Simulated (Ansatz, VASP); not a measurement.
**One calculation of SiC, two programs**

Contents of INCAR:

```
SYSTEM = SiC
PREC     = Accurate       ! precision mode
ENCUT    = 600            ! plane-wave cutoff, eV
EDIFF    = 1E-6           ! SCF threshold, eV
ISMEAR   = 0              ! smearing method
SIGMA    = 0.01           ! smearing width, eV
LREAL    = .FALSE.        ! projectors in reciprocal space
LASPH    = .TRUE.         ! aspherical terms in the spheres
NELM     = 120            ! most SCF steps
ALGO     = Normal         ! electronic algorithm
ISIF     = 2              ! what is computed and relaxed
LWAVE    = .FALSE.        ! write WAVECAR
LCHARG   = .FALSE.        ! write CHGCAR
GGA      = PE             ! functional
NBANDS   = 11             ! bands
GGA_COMPAT= .FALSE.
```

File KPOINTS:

```
Automatic mesh
0
G
  10 10 10
  0 0 0
```

POSCAR

```
SiC
1.0
    0.0000000000      2.1202436412      2.1202436412
    2.1202436412      0.0000000000      2.1202436412
    2.1202436412      2.1202436412      0.0000000000
Si C
1 1
Direct
    0.0000000000      0.0000000000      0.0000000000
    0.2500000000      0.2500000000      0.2500000000
```

Input for Ansatz:

```yaml
crystal:
  lattice:
    - [0.0, 2.1202436412, 2.1202436412]
    - [2.1202436412, 0.0, 2.1202436412]
    - [2.1202436412, 2.1202436412, 0.0]
  atoms:
    - { symbol: Si, position: [0.0, 0.0, 0.0] }
    - { symbol: C, position: [0.25, 0.25, 0.25] }
scf:
  occupations: { method: fixed }
output:
  forces: true
  stress: true
  eigenvalues: true
  write_density: true
  write_potential: true
  elf: true
  volumetric_format: npy
hamiltonian:
  xc: pbe
basis:
  ecutwfc: 560
kpoints:
  mp_grid: { grid: [10, 10, 10] }
```

Alike in both runs: task single point; functional PBE; k mesh 10 × 10 × 10; no spin polarisation.

```csv
,VASP,Ansatz
version,VASP 6.6.1,Ansatz 0.2.0
potentials or method,"VASP PAW PBE potentials, release 64 (Si, C), cutoff 600 eV","scalar-relativistic, plane waves, PAW"
occupations,"gaussian, width 0.01 eV",fixed
valence electrons in the cell,8,8
```

```csv
,VASP,Ansatz,Ansatz less VASP
gap on the k mesh at the Fermi level (eV),1.28,1.28,+0.003
least direct gap on the mesh (eV),4.62,4.62,+0.006
pressure (GPa),24.6,24.9,+0.27
```
